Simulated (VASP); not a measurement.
# PbS in VASP: a series of runs

PbS is run at these levels: LDA; tasks: electric field gradients.

Program: VASP 6.6.1. These are calculated values, not measurements. Logs are shortened: lines on timing, memory, paths and dates and some standing lists are left out, and cuts for length are marked.

### Step 1. The cell of the first run

Symmetry: I4/mmm, No. 139, tetragonal system. The conventional cell has a = 4.193 Å, b = 4.193 Å, c = 5.989 Å, α = 90.00°, β = 90.00°, γ = 90.00°. Pb (site symmetry 4/mmm) has 6 S at 2.96 to 2.99 Å within 3.9 Å. S (site symmetry 4/mmm) has 6 Pb at 2.96 to 2.99 Å within 3.9 Å.

### Step 2. Electric field gradients, LDA (zz strain of +1 %)

INCAR

```
SYSTEM = PbS
PREC = Accurate ; ENCUT = 520
EDIFF = 1E-8 ; ISMEAR = -1
SIGMA = 0.01 ; LREAL = .FALSE.
LASPH = .TRUE. ; NELM = 80
ALGO = Normal ; ISIF = 2
LWAVE = .FALSE. ; LCHARG = .FALSE.
LEFG = .TRUE. ; NBANDS = 17
```

KPOINTS

```
Automatic mesh
0
G
  8 8 8
  0 0 0
```

POSCAR

```
PbS
1.0
    0.0000000000      2.9650000000      2.9946500000
    2.9650000000      0.0000000000      2.9946500000
    2.9650000000      2.9650000000      0.0000000000
Pb S
1 1
Direct
    0.0000000000      0.0000000000      0.0000000000
    0.5000000000      0.5000000000      0.5000000000
```

Potentials or basis: VASP PAW LDA potentials, release 64 (Pb_d, S).

Command:

```console
cat potpaw_LDA.64/Pb_d/POTCAR potpaw_LDA.64/S/POTCAR > POTCAR
mpirun -np 1 vasp_std > vasp.out
```

OUTCAR:

```text
SYSTEM = PbS
   PREC = Accurate
   ENCUT = 520
   EDIFF = 1E-8
   ISMEAR = -1
   LREAL = .FALSE.
   LASPH = .TRUE.
   NELM = 80
   ISIF = 2

 ion  position               nearest neighbor table
   1  0.000  0.000  0.000-   2 2.96   2 2.96   2 2.96   2 2.96   2 2.99   2 2.99
   2  0.500  0.500  0.500-   1 2.96   1 2.96   1 2.96   1 2.96   1 2.99   1 2.99

  LATTYP: Found a body centered tetragonal cell.
 ALAT       =     4.1931432124
 C/A-ratio  =     1.4283556980

  Lattice vectors:

 A1 = (  -2.9650000000,   0.0000000000,   2.9946500000)
 A2 = (   2.9650000000,   0.0000000000,   2.9946500000)
 A3 = (   0.0000000000,   2.9650000000,  -2.9946500000)

Analysis of symmetry for initial positions (statically):
=====================================================================
 Subroutine PRICEL returns:
 Original cell was already a primitive cell.

 Routine SETGRP: Setting up the symmetry group for a
 body centered tetragonal supercell.

 Subroutine GETGRP returns: Found 16 space group operations
 (whereof 16 operations were pure point group operations)
 out of a pool of 16 trial point group operations.

The static configuration has the point symmetry D_4h.

Analysis of symmetry for dynamics (positions and initial velocities):
=====================================================================
 Subroutine PRICEL returns:
 Original cell was already a primitive cell.

 Routine SETGRP: Setting up the symmetry group for a
 body centered tetragonal supercell.

 Subroutine GETGRP returns: Found 16 space group operations
 (whereof 16 operations were pure point group operations)
 out of a pool of 16 trial point group operations.

The dynamic configuration has the point symmetry D_4h.

 Subroutine INISYM returns: Found 16 space group operations
 (whereof 16 operations are pure point group operations),
 and found     1 'primitive' translations

----------------------------------------------------------------------------------------

                                     Primitive cell

  volume of cell :      52.6533

  direct lattice vectors                    reciprocal lattice vectors
     0.000000000  2.965000000  2.994650000    -0.168634064  0.168634064  0.166964420
[... 122 lines left out ...]

 number of electron      20.0000000 magnetization

 Free energy of the ion-electron system (eV)
  ---------------------------------------------------
  ext. energy  EPLUGINS =         0.00000000
  ---------------------------------------------------
  free energy    TOTEN  =        -9.97276371 eV

  energy without entropy =       -9.97276368  energy(sigma->0) =       -9.97276370

 E-fermi :   5.5865     XC(G=0):  -9.9870

 val. band max:        5.4681590153   @ k =   0.5000  -0.0000   0.0000
 cond. band min:       5.7047825005   @ k =   0.5000  -0.0000   0.0000
 fundamental gap:      0.2366234852
 Fermi energy:         5.5864743921

 k-point     1 :       0.0000    0.0000    0.0000
  band No.  band energies     occupation
      1     -11.2854      2.00000
      2     -11.2854      2.00000
      3     -11.2834      2.00000
      4     -11.2788      2.00000
      5     -11.2723      2.00000
      6      -8.0136      2.00000
[... 457 lines left out ...]
      4     -11.2554      2.00000
      5     -11.2412      2.00000
      6      -7.0652      2.00000
[... 9 lines left out ...]
     16      15.1809      0.00000
     17      17.0216      0.00000

 [... further k-points ...]

------------------------ aborting loop because EDIFF is reached ----------------------------------------

  FORCE on cell =-STRESS in cart. coord.  units (eV):
  Direction    XX          YY          ZZ          XY          YZ          ZX
  --------------------------------------------------------------------------------------
  -------------------------------------------------------------------------------------
  Total       -0.8656701     -0.8656701     -1.2330921      0.0000000      0.0000000      0.0000000
  in kB      -26.3413211    -26.3413211    -37.5215380      0.0000000      0.0000000      0.0000000
  external PRESSURE =     -30.0680601 kB  Pullay stress =       0.0000000 kB

 VOLUME and BASIS-vectors are now :
 -----------------------------------------------------------------------------
  energy-cutoff  :      520.00
  volume of cell :       52.65
      direct lattice vectors                 reciprocal lattice vectors
     0.000000000  2.965000000  2.994650000    -0.168634064  0.168634064  0.166964420
     2.965000000  0.000000000  2.994650000     0.168634064 -0.168634064  0.166964420
     2.965000000  2.965000000  0.000000000     0.168634064  0.168634064 -0.166964420

 POSITION                                       TOTAL-FORCE (eV/Angst)
 -----------------------------------------------------------------------------------
      0.00000      0.00000      0.00000         0.000000     -0.000000     -0.000000
      2.96500      2.96500      2.99465        -0.000000      0.000000      0.000000
 -----------------------------------------------------------------------------------
    total drift:                                0.000000     -0.000000     -0.000000

  FREE ENERGIE OF THE ION-ELECTRON SYSTEM (eV)
  ---------------------------------------------------
  free  energy   TOTEN  =        -9.9727637130 eV

  energy  without entropy=       -9.9727636838  energy(sigma->0) =       -9.97276370

 Electric field gradients (V/A^2)
---------------------------------------------------------------------
 ion       V_xx      V_yy      V_zz      V_xy      V_xz      V_yz
---------------------------------------------------------------------
   1     -14.597   -14.597    29.193    -0.001    -0.001    -0.001
   2      -0.640    -0.640     1.280    -0.001    -0.000    -0.000
---------------------------------------------------------------------

 Electric field gradients after diagonalization (V/A^2)
 (convention: |V_zz| > |V_xx| > |V_yy|)
----------------------------------------------------------------------
 ion       V_xx      V_yy      V_zz     asymmetry (V_yy - V_xx)/ V_zz
----------------------------------------------------------------------
   1     -14.598   -14.595    29.193       0.000
   2      -0.641    -0.639     1.280       0.001
----------------------------------------------------------------------

           NMR quadrupolar parameters

 Cq : quadrupolar parameter    Cq=e*Q*V_zz/h
 eta: asymmetry parameters     (V_yy - V_xx)/ V_zz
 Q  : nuclear electric quadrupole moment in mb (millibarn)
----------------------------------------------------------------------
 ion       Cq(MHz)       eta       Q (mb)
----------------------------------------------------------------------
   1       0.071       0.000       1.000
   2       0.003       0.001       1.000
----------------------------------------------------------------------
```

OSZICAR:

```text
N       E                     dE             d eps       ncg     rms          rms(c)
DAV:   1     0.161548694021E+03    0.16155E+03   -0.97051E+03  2014   0.122E+03
DAV:   2     0.202286402489E+01   -0.15953E+03   -0.15357E+03  2147   0.315E+02
DAV:   3    -0.101151593881E+02   -0.12138E+02   -0.12047E+02  2576   0.936E+01
DAV:   4    -0.104237436805E+02   -0.30858E+00   -0.30831E+00  2626   0.161E+01
DAV:   5    -0.104347598018E+02   -0.11016E-01   -0.11015E-01  3002   0.298E+00    0.440E+00
DAV:   6    -0.998404286431E+01    0.45072E+00   -0.13479E+00  3243   0.777E+00    0.308E+00
DAV:   7    -0.997692126653E+01    0.71216E-02   -0.10474E-01  2470   0.162E+00    0.171E+00
DAV:   8    -0.997312483943E+01    0.37964E-02   -0.11827E-02  2599   0.105E+00    0.220E-01
DAV:   9    -0.997274310564E+01    0.38173E-03   -0.24269E-03  3093   0.372E-01    0.786E-02
DAV:  10    -0.997276894944E+01   -0.25844E-04   -0.14758E-04  2430   0.723E-02    0.547E-02
DAV:  11    -0.997276380479E+01    0.51447E-05   -0.20406E-05  2815   0.474E-02    0.982E-03
DAV:  12    -0.997276372299E+01    0.81799E-07   -0.81317E-07  3045   0.116E-02    0.219E-03
DAV:  13    -0.997276371051E+01    0.12488E-07   -0.14341E-07  2409   0.233E-03    0.159E-03
DAV:  14    -0.997276371300E+01   -0.24925E-08   -0.62236E-09  1985   0.700E-04
   1 F= -.99727637E+01 E0= -.99727637E+01  d E =-.291675E-07
```

stdout:

```text
POSCAR found type information on POSCAR PbS
 POSCAR found :  2 types and       2 ions
 scaLAPACK will be used
 LDA part: xc-table for (Slater(with rela. corr.)+CA(PZ))
 , standard interpolation
 POSCAR, INCAR and KPOINTS ok, starting setup
 FFT: planning ... GRIDC
 FFT: planning ... GRID_SOFT
 FFT: planning ... GRID
 WAVECAR not read
 entering main loop
ion   1

ion   2
```

Run time: 30 s. Hardware: 1 thread of Intel Xeon Platinum 8488C (Sapphire Rapids), shared host; peak memory 0.18 GiB.

What came out:

```yaml
Free_energy: -9.9728 eV
Pressure: -3.0 GPa
Band_gap_on_the_k_mesh: 0.24 eV, direct
```

Electric field gradients, principal values (V/Å²):
| atom | least | middle | greatest (by size) |
| --- | --- | --- | --- |
| 1 Pb | -14.595 | -14.598 | 29.193 |
| 2 S | -0.639 | -0.641 | 1.280 |

Caveat: the cell differs from its parent crystal (zz strain of +1 %); without QUAD_EFG the Cq values of the log hold for a quadrupole moment of 1 mb, not for the nuclei; spin-orbit coupling is left out, which moves the levels of the heavy elements. A k mesh can miss the band edges.

(Continued in part 2 of 3.)
